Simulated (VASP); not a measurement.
Crystal: AlN (ref).

```
Al N
1.0
     3.11200    0.00000    0.00000
    -1.55600    2.69507    0.00000
     0.00000    0.00000    4.98200
Al N
2 2
Direct
  0.33333 0.66667 0.00000
  0.66667 0.33333 0.50000
  0.33333 0.66667 0.50000
  0.66667 0.33333 0.00000
```

```yaml
Program: VASP 6.6.1
Task: relaxation of cell and atoms
Functional: r2SCAN
Potentials_or_basis: VASP PAW PBE potentials, release 64 (Al, N)
Cutoff: 600 eV
k_mesh: 12 × 12 × 6
Occupations: gaussian, width 0.02 eV
Spin: no spin polarisation
```

At the start: pressure 7.5 GPa; volume 10.45 Å³/atom.

Q: How do energy, volume and symmetry change on relaxing?

A: Over 14 steps the energy falls by 167.1 meV/atom and the volume is 9.69 Å³/atom (-7.3 %); space group P6_3/mmc (No. 194, to 0.05 Å).

The path:
```csv
step,energy change (eV),largest force (eV/Å),pressure (GPa),volume (Å³)
1,0.0000,0.0000,7.50,41.78
2,-0.1538,0.0000,-16.26,44.69
3,-0.1896,0.0000,-9.82,43.74
4,-0.4874,0.0000,-7.81,41.34
5,1.2780,0.0000,62.39,33.46
6,-0.5713,0.0000,-6.08,40.51
7,-0.5831,0.0000,9.62,37.24
8,-0.6595,0.0000,-1.59,39.15
9,-0.6679,0.0000,1.12,38.57
10,-0.6681,0.0000,0.58,38.67
11,-0.6684,0.0000,-0.46,38.82
12,-0.6685,0.0000,-0.07,38.77
13,-0.6685,0.0000,0.03,38.75
14,-0.6685,0.0000,0.00,38.75
```

Final structure:
```xyz
4
Lattice="3.2921 0.0000 0.0000 -1.6460 2.8510 0.0000 0.0000 0.0000 4.1288" Properties=species:S:1:pos:R:3 pbc="T T T"
Al    0.0000    1.9007    0.0000
Al    1.6460    0.9503    2.0644
N     0.0000    1.9007    2.0644
N     1.6460    0.9503    0.0000
```

Caveat: the PAW data sets were made with another functional, which shifts forces and pressure a little.
